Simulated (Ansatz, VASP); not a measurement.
## Two plane-wave programs on Au

```
Au
1.0
    -1.60755    1.60755    1.65727
     1.60755   -1.60755    1.65727
     1.60755    1.60755   -1.65727
Au
1
Direct
  0.00000 0.00000 0.00000
```

Change from the starting cell: strain -0.030 along x and y, +0.000 along z, atoms carried along.

Alike in both runs: task single point; functional PBEsol; k mesh 20 × 20 × 20; occupations gaussian, width 0.15 eV; no spin polarisation.

```csv
,VASP,Ansatz
version,VASP 6.6.1,Ansatz 0.2.0
potentials or method,"VASP PAW PBE potentials, release 64 (Au), cutoff 520 eV","scalar-relativistic, plane waves, PAW"
valence electrons in the cell,11,19
```

```tsv
	VASP	Ansatz	Ansatz less VASP
gap on the k mesh at the Fermi level (eV)	none	none	-
pressure (GPa)	-1.0	-0.8	+0.22
traceless stress, the component that is largest in VASP (GPa)	0.07	0.06	-0.002
```

VASP's potentials were made for PBE, not for PBEsol. A gap of «none» marks a metal or a gap that the smearing closes. VASP's potentials hold 11 valence electrons a cell and Ansatz's 19, so a difference there can come from the potentials and not from the codes.

Spin-orbit coupling is off throughout.
